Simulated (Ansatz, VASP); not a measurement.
ZnS: VASP beside Ansatz

```
Zn S
1.0
     3.78158    0.00945    0.00945
    -1.88260    3.27022    0.00346
     0.01552    0.01552    6.20896
Zn S
2 2
Direct
  0.33268 0.66620 0.00545
  0.66606 0.33288 0.50545
  0.33283 0.66714 0.37955
  0.66843 0.33378 0.87955
```

Change from the starting cell: equal xy, yz and zx engineering shears of +0.5 %.

Alike in both runs: functional PBEsol; k mesh 8 × 8 × 4; no spin polarisation.

Ansatz relaxed the structure, and its values are those at the end. VASP's run is a single point on that final structure, the one shown.

|  | VASP | Ansatz |
| --- | --- | --- |
| version | VASP 6.6.1 | Ansatz 0.2.0 |
| potentials or method | VASP PAW PBE potentials, release 64 (Zn, S), cutoff 520 eV | all-electron LAPW, scalar-relativistic |
| occupations | gaussian, width 0.01 eV | fixed |

```tsv
	VASP	Ansatz	Ansatz less VASP
gap on the k mesh at the Fermi level (eV)	2.15	2.15	-0.003
pressure (GPa)	0.2	0.0	-0.19
```

VASP's potentials were made for PBE, not for PBEsol. Ansatz ran all-electron here, and VASP with PAW potentials.
